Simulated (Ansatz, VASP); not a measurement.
This is a calculation of KCl for Ansatz 0.2.0.

Contents of input.yaml:

```yaml
crystal:
  lattice:
    - [3.8897175305, 0.0, 0.0]
    - [0.0, 3.8897175305, 0.0]
    - [0.0, 0.0, 3.8897175305]
  atoms:
    - { symbol: K, position: [0.0, 0.0, 0.0] }
    - { symbol: Cl, position: [0.5, 0.5, 0.5] }
kpoints:
  mp_grid: { grid: [7, 7, 7] }
scf:
  occupations: { method: fermi_dirac, width: 0.05 }
hamiltonian:
  xc: pbesol
  pseudopotentials: { kind: all_electron, lapw: { basis_error: 0.001 } }
output:
  forces: true
  stress: true
  eigenvalues: true
```

Potentials or basis: all-electron LAPW, scalar-relativistic.

Run with:

```console
$ ansatz run input.yaml --threads 1 --pin off --max-ram 3072MiB --backend cpu --events-out ev --progress --plain --runs-dir out
```

Question: Set up the same calculation for VASP 6.6.1. Potentials there: VASP PAW PBE potentials, release 64 (K_sv, Cl).

Answer: As run (the cutoff follows the program's own potentials):

INCAR

```
SYSTEM = KCl
ALGO = Normal ; EDIFF = 1E-6
ENCUT = 520 ; GGA = PS
ISIF = 2 ; ISMEAR = -1
LASPH = .TRUE. ; LCHARG = .FALSE.
LREAL = .FALSE. ; LWAVE = .FALSE.
NBANDS = 15 ; NELM = 80
PREC = Accurate ; SIGMA = 0.05
```

File KPOINTS:

```
k-points
0
G
  7 7 7
  0 0 0
```

The input POSCAR:

```
KCl
1.0
    3.8897175305      0.0000000000      0.0000000000
    0.0000000000      3.8897175305      0.0000000000
    0.0000000000      0.0000000000      3.8897175305
K Cl
1 1
Direct
    0.0000000000      0.0000000000      0.0000000000
    0.5000000000      0.5000000000      0.5000000000
```

Potentials or basis: VASP PAW PBE potentials, release 64 (K_sv, Cl).

Run with:

```sh
$ cat potpaw_PBE.64/K_sv/POTCAR potpaw_PBE.64/Cl/POTCAR > POTCAR
$ mpirun -np 1 vasp_std > vasp.out
```

Both were run:

|  | VASP | Ansatz | Ansatz less VASP |
| --- | --- | --- | --- |
| gap on the k mesh at the Fermi level (eV) | 4.49 | 4.49 | +0.003 |
| least direct gap on the mesh (eV) | 4.67 | 4.67 | +0.003 |
| pressure (GPa) | -1.9 | -1.9 | -0.01 |

VASP's potentials were made for PBE, not for PBEsol. Ansatz ran all-electron here, and VASP with PAW potentials.
